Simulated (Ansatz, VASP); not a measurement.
## Two plane-wave programs on LiCl

```xyz
2
Lattice="0.0000 2.4538 2.4538 2.4538 0.0000 2.4538 2.4538 2.4538 0.0000" Properties=species:S:1:pos:R:3 pbc="T T T"
Li    0.0000    0.0000    0.0000
Cl    2.4538    2.4538    2.4538
```

Change from the starting cell: hydrostatic strain -4.0%.

Alike in both runs: task single point; functional r2SCAN; k mesh 8 × 8 × 8; no spin polarisation.

```csv
,VASP,Ansatz
version,VASP 6.6.1,Ansatz 0.2.0
potentials or method,"VASP PAW PBE potentials, release 64 (Li_sv, Cl)","plane waves, PAW"
plane-wave cutoff (eV),520,500
occupations,"gaussian, width 0.01 eV",fixed
valence electrons in the cell,10,10
```

Ansatz gave:

```
gap on the k mesh at the Fermi level (eV) : 7.66
```

Problem. What did VASP give for the same quantities?

Solution. gap on the k mesh at the Fermi level (eV): 7.69.

VASP's potentials were made for PBE, not for r2SCAN.

Noted on VASP's run: the cutoff is short for stress, so the pressure is rough.
